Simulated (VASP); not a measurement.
**Co: single point with PBE**

Co:

```xyz
2
Lattice="0.0000 2.4626 2.4626 2.4626 0.0000 2.4626 2.4626 2.4626 0.0000" Properties=species:S:1:pos:R:3 pbc="T T T"
Co    0.6157    0.6157    0.6157
Co    4.3096    4.3096    4.3096
```

```json
{
 "Program": "VASP 6.6.1",
 "Task": "single point",
 "Functional": "PBE",
 "Potentials or basis": "VASP PAW PBE potentials, release 64 (Co)",
 "Cutoff": "520 eV",
 "k mesh": "18 × 18 × 18",
 "Occupations": "fermi-dirac, width 0.1 eV",
 "Spin": "no spin polarisation",
 "Dipole correction": "no",
 "Further INCAR settings": "ALGO = Normal; EDIFF = 1e-06; NBANDS = 16"
}
```

The pressure is -1.0 GPa. The band gap on the k mesh is zero (band 9 reaches 6.74 eV, above the bottom of band 10 at 5.97 eV).

Levels at points of the mesh, in eV from the Fermi level:
```tsv
k point	band 5	band 6	band 7	band 8	band 9	band 10	band 11	band 12	band 13	band 14
(0.00, 0.00, 0.00)	-2.83	-2.83	-1.03	-1.03	-1.03	0.29	0.29	13.26	13.26	13.26
(0.50, 0.00, 0.00)	-2.83	-2.83	-1.47	-0.58	-0.58	0.09	0.09	1.47	9.72	9.72
(0.50, 0.50, 0.00)	-1.99	-1.99	-1.31	-1.31	0.26	0.26	1.86	1.86	4.91	4.91
```

Run time: 81 s on 1 thread of Intel Xeon 6975P-C, on a shared host, peak memory 0.21 GiB.

Caveat: the run has no spin polarisation, though such a crystal can be magnetic. Spin polarisation is off, so any magnetic state and its effect on volume and gap are missing.
